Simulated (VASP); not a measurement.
Crystal: Te2Mo.

```
Te Mo
1.0
     3.56450    0.00000    0.00000
    -1.78225    3.08695    0.00000
     0.00000    0.00000   14.15748
Te Mo
4 2
Direct
  0.66667 0.33333 0.37900
  0.33333 0.66667 0.87900
  0.66667 0.33333 0.12100
  0.33333 0.66667 0.62100
  0.66667 0.33333 0.75000
  0.33333 0.66667 0.25000
```

Base run:

| Item | Value |
| --- | --- |
| Program | VASP 6.6.1 |
| Functional | revPBE |
| Potentials or basis | VASP PAW PBE potentials, release 64 (Te, Mo_sv) |
| Cutoff | 520 eV |
| k mesh | 9 × 9 × 2 |
| Occupations | fermi-dirac, width 0.05 eV |
| Spin | no spin polarisation |

Its results: band gap on the k mesh 0.81 eV, indirect (least direct gap 0.99 eV); pressure 0.4 GPa; largest force 0.277 eV/Å.

Task: The run is repeated on the same cell with these changes: functional from revPBE to PBE. What comes out?

Result: Band gap on the k mesh 0.80 eV, indirect (least direct gap 0.99 eV); pressure -0.9 GPa; largest force 0.327 eV/Å.

PBE binds more tightly than revPBE, so the same cell stands under less pressure.

Caveats: spin-orbit coupling is left out, which moves the levels of the heavy elements; this functional lacks dispersion, which binds the layers, so the pressure and a relaxed spacing across them are unreliable; the PAW data sets were made with another functional, which shifts forces and pressure a little (some runs).

A k mesh can miss the band edges.
